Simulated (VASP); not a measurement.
Input of a VASP 6.6.1 run:

Contents of INCAR:

```
ALGO = Normal ; EDIFF = 1E-7
EDIFFG = -0.005 ; ENCUT = 600
GGA = PE ; IBRION = 2
ISIF = 3 ; ISMEAR = -1
LASPH = True ; LCHARG = False
LREAL = False ; LWAVE = False
NELM = 80 ; NSW = 60
PREC = Accurate ; PSTRESS = 550.0
SIGMA = 0.1
```

The input KPOINTS:

```
k-points
0
Gamma
  16 16 9
```

File POSCAR:

```
Au
1.0
    2.7468107668      0.0000000000      0.0000000000
   -1.3734053834      2.3788079034      0.0000000000
    0.0000000000      0.0000000000      4.4498334422
Au
2
Direct
    0.3333333333      0.6666666667      0.2500000000
    0.6666666667      0.3333333333      0.7500000000
```

Potentials or basis: VASP PAW PBE potentials, release 64 (Au).

Run with:

```console
$ cat potpaw_PBE.64/Au/POTCAR > POTCAR
$ mpirun -np 1 vasp_std > vasp.out
```

(1) Predict the relaxed volume.

(2) What does it give for the relaxed cell?

Answers

(1) 14.52 Å³/atom.

(2) a = 2.724 Å, b = 2.724 Å, c = 4.519 Å, α = 90.00°, β = 90.00°, γ = 120.00°.

Caveat: the cell is relaxed towards a set pressure, so the run minimises the enthalpy, not the energy.
